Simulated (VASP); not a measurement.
# Pb in VASP: notebook, part 2 of 2

VASP 6.6.1.

## 4. Single point, PBE

INCAR reads:

```
PREC     = Accurate       # precision mode
ENCUT    = 520            # plane-wave cutoff, eV
EDIFF    = 1E-7           # SCF threshold, eV
ISMEAR   = 0              # smearing method
SIGMA    = 0.1            # smearing width, eV
LREAL    = F              # projectors in reciprocal space
LASPH    = T              # aspherical terms in the spheres
NELM     = 100            # most SCF steps
ALGO     = Fast           # electronic algorithm
ISIF     = 2              # what is computed and relaxed
LWAVE    = F              # write WAVECAR
LCHARG   = F              # write CHGCAR
GGA      = PE             # functional
NBANDS   = 21             # bands
```

KPOINTS reads:

```
regular mesh
0
Gamma
  9 9 5
```

POSCAR reads:

```
Pb
1.0
    3.0386068135     -1.7503199600      0.0000000000
    3.0386068135      1.7503199600      0.0000000000
   -2.1154626375      0.0000000000      6.0952248674
Pb
2
Direct
    0.9085084100      0.9085084100      0.7262922000
    0.0914915900      0.0914915900      0.2737078000
```

Potentials or basis: VASP PAW PBE potentials, release 64 (Pb_d).

The run is started by

```
$ cat potpaw_PBE.64/Pb_d/POTCAR > POTCAR
$ mpirun -np 1 vasp_std > vasp.out
```

OUTCAR:

```text
PREC = Accurate
   ENCUT = 520
   EDIFF = 1E-7
   ISMEAR = 0
   LREAL = F
   LASPH = T
   NELM = 100
   ISIF = 2
   GGA = PE

 ion  position               nearest neighbor table
   1  0.909  0.909  0.726-   2 3.34   2 3.41   2 3.41   2 3.45
   2  0.091  0.091  0.274-   1 3.34   1 3.41   1 3.41   1 3.45

  LATTYP: Found a base centered monoclinic cell.
 ALAT       =     6.0772136270
 B/A-ratio  =     0.5760271293
 C/A-ratio  =     1.0616534713
 COS(beta)  =    -0.3278823751

  Lattice vectors:

 A1 = (   3.0386068135,  -1.7503199600,   0.0000000000)
 A2 = (   3.0386068135,   1.7503199600,   0.0000000000)
 A3 = (  -2.1154626375,   0.0000000000,   6.0952248674)

Analysis of symmetry for initial positions (statically):
=====================================================================
 Subroutine PRICEL returns:
 Original cell was already a primitive cell.

 Routine SETGRP: Setting up the symmetry group for a
 base centered monoclinic supercell.

 Subroutine GETGRP returns: Found  4 space group operations
 (whereof  4 operations were pure point group operations)
 out of a pool of  4 trial point group operations.

The static configuration has the point symmetry C_2h.

Analysis of symmetry for dynamics (positions and initial velocities):
=====================================================================
 Subroutine PRICEL returns:
 Original cell was already a primitive cell.

 Routine SETGRP: Setting up the symmetry group for a
 base centered monoclinic supercell.

 Subroutine GETGRP returns: Found  4 space group operations
 (whereof  4 operations were pure point group operations)
 out of a pool of  4 trial point group operations.

The dynamic configuration has the point symmetry C_2h.

 Subroutine INISYM returns: Found  4 space group operations
 (whereof  4 operations are pure point group operations),
 and found     1 'primitive' translations

----------------------------------------------------------------------------------------

                                     Primitive cell

  volume of cell :      64.8353

  direct lattice vectors                    reciprocal lattice vectors
     3.038606813 -1.750319960  0.000000000     0.164549095 -0.285662057  0.057109864
     3.038606813  1.750319960  0.000000000     0.164549095  0.285662057  0.057109864
    -2.115462637  0.000000000  6.095224867     0.000000000  0.000000000  0.164062856

  length of vectors
     3.506672401  3.506672401  6.451894943     0.334575480  0.334575480  0.164062856

  position of ions in fractional coordinates (direct lattice)
     0.908508410  0.908508410  0.726292200
     0.091491590  0.091491590  0.273707800

  ion indices of the primitive-cell ions
   primitive index   ion index
                 1           1
                 2           2

----------------------------------------------------------------------------------------

 KPOINTS: regular mesh

Automatic generation of k-mesh.
 Grid dimensions read from file:
 generate k-points for:    9    9    5

 Generating k-lattice:

  Cartesian coordinates                     Fractional coordinates (reciprocal lattice)
     0.018283233 -0.031740229  0.006345540     0.111111111  0.000000000 -0.000000000
     0.018283233  0.031740229  0.006345540     0.000000000  0.111111111 -0.000000000
     0.000000000  0.000000000  0.032812571     0.000000000  0.000000000  0.200000000

  Length of vectors
     0.037175053  0.037175053  0.032812571

  Shift w.r.t. Gamma in fractional coordinates (k-lattice)
     0.000000000  0.000000000  0.000000000

 Subroutine IBZKPT returns following result:
 ===========================================

 Found    115 irreducible k-points:

 Following reciprocal coordinates:
            Coordinates               Weight
  0.000000  0.000000  0.000000      1.000000
  0.111111  0.000000 -0.000000      4.000000
  0.222222 -0.000000 -0.000000      4.000000
  0.333333  0.000000 -0.000000      4.000000
  0.444444 -0.000000 -0.000000      4.000000
  0.111111  0.111111 -0.000000      2.000000
[... 16 lines left out ...]
 -0.333333  0.333333  0.000000      2.000000
  0.444444  0.444444 -0.000000      2.000000
 [... further k-points ...]
   k-points           NKPTS =    115   k-points in BZ     NKDIM =    115   number of bands    NBANDS=     21
   number of dos      NEDOS =    301   number of ions     NIONS =      2
   total plane-waves  NPLWV =  37632
   dimension x,y,z NGX =    28 NGY =   28 NGZ =   48
   dimension x,y,z NGXF=    56 NGYF=   56 NGZF=   96
   ions per type =               2
   NGX,Y,Z   is equivalent  to a cutoff of  13.27, 13.27, 12.37 a.u.
   NGXF,Y,Z  is equivalent  to a cutoff of  26.55, 26.55, 24.74 a.u.
 SYSTEM =  unknown system
   PREC   = accura    normal or accurate (medium, high low for compatibility)
   ISTART =      0    job   : 0-new  1-cont  2-samecut
   ICHARG =      2    charge: 1-file 2-atom 10-const
   ISPIN  =      1    spin polarized calculation?
   LNONCOLLINEAR =      F non collinear calculations
   LSORBIT =      F    spin-orbit coupling
   LASPH  =      T    aspherical Exc in radial PAW
   ENCUT  =  520.0 eV  38.22 Ry    6.18 a.u.   6.52  6.52 12.00*2*pi/ulx,y,z
   NELM   =    100;   NELMIN=  2; NELMDL= -5     # of ELM steps
   EDIFF  = 0.1E-06   stopping-criterion for ELM
   LREAL  =      F    real-space projection
   EDIFFG = 0.1E-05   stopping-criterion for IOM
   NSW    =      0    number of steps for IOM
   IBRION =     -1    ionic relax: 0-MD 1-quasi-New 2-CG
   NFREE  =      0    steps in history (QN), initial steepest desc. (CG)
   ISIF   =      2    stress and relaxation
   ISYM   =      2    0-nonsym 1-usesym 2-fastsym
   POTIM  = 0.5000    time-step for ionic-motion
   TEBEG  =    0.0;   TEEND  =   0.0 temperature during run
   PSTRESS=    0.0 pullay stress
   NELECT =      28.0000    total number of electrons
   NUPDOWN=      -1.0000    fix difference up-down
   EMIN   =  10.00;   EMAX   =-10.00  energy-range for DOS
   EFERMI =   0.00;   METHOD = LEGACY
   ISMEAR =     0;   SIGMA  =   0.10  broadening in eV -4-tet -1-fermi 0-gaus
   EFERMI_NEDOS =   21; number of points for ismear=-14 and -15
   IALGO  =     68    algorithm
   IMIX   =      4    mixing-type and parameters
     AMIX     =   0.40;   BMIX     =  1.00
     AMIX_MAG =   1.60;   BMIX_MAG =  1.00
  volume/ion in A,a.u.               =      32.42       218.77
  Fermi-wavevector in a.u.,A,eV,Ry     =   1.237438  2.338420 20.833975  1.531254
  Thomas-Fermi vector in A             =   2.372006
   LORBIT       =      0    0 simple, 1 ext, 2 COOP (PROOUT), +10 PAW based schemes
   GGA     = PE    functional components
   LHFCALC =     F    Hartree Fock is set to
   AEXX    =    0.0000 exact exchange contribution
   IVDW    =     0    specifies the selected vdW correction
   LEPSILON=     F    determine dielectric tensor
   LRPA    =     F    only Hartree local field effects (RPA)
 non-spin polarized calculation
 RMM-DIIS sequential band-by-band and
 Gauss-broadening in eV      SIGMA  =   0.10
  energy-cutoff  :      520.00
  volume of cell :       64.84
 maximum number of plane-waves:      1772
 NGX is ok and might be reduce to    28
   NGX = 13   NGY = 13   NGZ = 23

 number of electron      27.9999996 magnetization

 Free energy of the ion-electron system (eV)
  ---------------------------------------------------
  ext. energy  EPLUGINS =         0.00000000
  ---------------------------------------------------
  free energy    TOTEN  =        -7.01086025 eV

  energy without entropy =       -7.00576880  energy(sigma->0) =       -7.00831452

 E-fermi :   6.4820     XC(G=0):  -9.8212

 val. band max:        6.4747937505   @ k =  -0.3333   0.3333   0.0000
 cond. band min:       6.4825722148   @ k =   0.3333   0.2222  -0.0000
 fundamental gap:      0.0077784643
 Fermi energy:         6.4819693836

 k-point     1 :       0.0000    0.0000    0.0000
  band No.  band energies     occupation
      1     -10.6173      2.00000
      2     -10.4997      2.00000
      3     -10.4995      2.00000
      4     -10.4969      2.00000
      5     -10.4959      2.00000
      6     -10.4799      2.00000
[... 13 lines left out ...]
     20      15.7826      0.00000
     21      16.5244      0.00000
[... 529 lines left out ...]
 k-point    24 :       0.4444    0.4444   -0.0000
  band No.  band energies     occupation
      1     -10.6707      2.00000
      2     -10.5396      2.00000
      3     -10.5216      2.00000
      4     -10.4956      2.00000
      5     -10.4938      2.00000
      6     -10.3437      2.00000
[... 13 lines left out ...]
     20      13.6969      0.00000
     21      15.3400      0.00000

 [... further k-points ...]

------------------------ aborting loop because EDIFF is reached ----------------------------------------

  FORCE on cell =-STRESS in cart. coord.  units (eV):
  Direction    XX          YY          ZZ          XY          YZ          ZX
  --------------------------------------------------------------------------------------
  -------------------------------------------------------------------------------------
  Total        0.3066048      0.3195184      0.2738065      0.0000000      0.0000000      0.0000416
  in kB        7.5766610      7.8957741      6.7661673      0.0000000      0.0000000      0.0010279
  external PRESSURE =       7.4128675 kB  Pullay stress =       0.0000000 kB

 VOLUME and BASIS-vectors are now :
 -----------------------------------------------------------------------------
  energy-cutoff  :      520.00
  volume of cell :       64.84
      direct lattice vectors                 reciprocal lattice vectors
     3.038606813 -1.750319960  0.000000000     0.164549095 -0.285662057  0.057109864
     3.038606813  1.750319960  0.000000000     0.164549095  0.285662057  0.057109864
    -2.115462637  0.000000000  6.095224867     0.000000000  0.000000000  0.164062856

 POSITION                                       TOTAL-FORCE (eV/Angst)
 -----------------------------------------------------------------------------------
      3.98476      0.00000      4.42691         0.028388      0.000000     -0.075136
     -0.02300      0.00000      1.66831        -0.028388      0.000000      0.075136
 -----------------------------------------------------------------------------------
    total drift:                                0.000000      0.000000     -0.000000

  FREE ENERGIE OF THE ION-ELECTRON SYSTEM (eV)
  ---------------------------------------------------
  free  energy   TOTEN  =        -7.0108602498 eV

  energy  without entropy=       -7.0057687968  energy(sigma->0) =       -7.00831452
```

Wall time 63 s (1 thread of Intel Xeon 6975P-C (Granite Rapids), shared host); peak memory 0.27 GiB.

What came out:

```yaml
Free_energy: -7.0109 eV
Pressure: 0.7 GPa
Largest_force: 0.080 eV/Å
Band_gap_on_the_k_mesh: zero (bands 14 and 15 overlap by 7.61 eV)
```

Forces on the atoms (eV/Å):
```
Pb   0.028  0.000 -0.075
Pb  -0.028  0.000  0.075
```

Levels at points of the mesh, in eV from the Fermi level:
| k point | band 10 | band 11 | band 12 | band 13 | band 14 | band 15 | band 16 | band 17 | band 18 | band 19 |
| --- | --- | --- | --- | --- | --- | --- | --- | --- | --- | --- |
| (0.00, 0.00, 0.00) | -16.79 | -11.44 | -8.36 | -3.95 | 6.25 | 6.45 | 6.50 | 6.55 | 6.67 | 9.26 |

Caveat: spin-orbit coupling is left out, which moves the levels of the heavy elements.

## 5. Overview

```tsv
cell	smearing	further INCAR settings	gap on the mesh (eV)	pressure (GPa)	largest force (eV/Å)
as given, atomic positions A	fermi-dirac 0.05 eV	ALGO = Fast; EDIFF = 1e-06; NBANDS = 21	none	0.7	0.08
as given, atomic positions B	fermi-dirac 0.05 eV	ALGO = Fast; EDIFF = 1e-06; NBANDS = 21	none	0.6	0.15
as given, atomic positions A	gaussian 0.1 eV	ALGO = Fast; EDIFF = 1e-07; NBANDS = 21	none	0.7	0.08
```

Alike in all rows: task single point; level PBE; potentials or basis VASP PAW PBE potentials, release 64 (Pb_d); no spin polarisation; k mesh 9 × 9 × 5; cutoff (eV) 520.

Caveats: spin-orbit coupling is left out, which moves the levels of the heavy elements.

Absolute energies hang on the potentials; compare differences alone.
